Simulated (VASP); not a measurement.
Write the native input for VASP 6.6.1 that does the following.

| Item | Value |
| --- | --- |
| Task | single point |
| Functional | PBE |
| Potentials or basis | VASP PAW PBE potentials, release 64 (Ge_d, Sb, Te) |
| Cutoff | 520 eV |
| k mesh | 1 × 1 × 1 |
| Occupations | gaussian, width 0.01 eV |
| Spin | no spin polarisation |
| Dipole correction | no |
| Further INCAR settings | ALGO = Normal; EDIFF = 1e-06; NBANDS = 44 |

The structure of Ge2Sb2Te5 lies in POSCAR:

```
Ge2Sb2Te5
1.0
    6.8391360000     -3.0660060000      0.0000000000
    6.8391360000      3.0660060000      0.0000000000
   -6.8309770000      0.0000000000      6.8476090000
Ge Sb Te
2 2 5
Direct
    0.4973430000      0.4973430000      0.0110440000
    0.2842870000      0.2842870000      0.1878300000
    0.1118700000      0.1118700000      0.4173520000
    0.9017080000      0.9017080000      0.5878730000
    0.3999590000      0.3999590000      0.5971180000
    0.2065190000      0.2065190000      0.8098030000
    0.0083240000      0.0083240000      0.0064350000
    0.7952880000      0.7952880000      0.1961120000
    0.5947020000      0.5947020000      0.3864330000
```

One way to write it, as run:

INCAR

```
PREC = Accurate ; ENCUT = 520
EDIFF = 1E-6 ; ISMEAR = 0
SIGMA = 0.01 ; LREAL = False
LASPH = True ; NELM = 80
ALGO = Normal ; ISIF = 2
LWAVE = False ; LCHARG = False
GGA = PE ; NBANDS = 44
```

KPOINTS

```
regular mesh
0
Gamma
  1 1 1
```

Potentials or basis: VASP PAW PBE potentials, release 64 (Ge_d, Sb, Te).

Launch:

```console
$ cat potpaw_PBE.64/Ge_d/POTCAR potpaw_PBE.64/Sb/POTCAR potpaw_PBE.64/Te/POTCAR > POTCAR
$ mpirun -np 1 vasp_gam > vasp.out
```

It gave:

* Pressure: -0.5 GPa
* Largest force: 0.645 eV/Å
* Band gap on the k mesh: 1.38 eV

Caveat: the k points lie up to 1.21 Å⁻¹ apart; spin-orbit coupling is left out, which moves the levels of the heavy elements.

Wall time 24 s on 1 thread of Intel(R) Xeon(R) 6975P-C (Granite Rapids), on a shared host, peak memory 0.48 GiB.
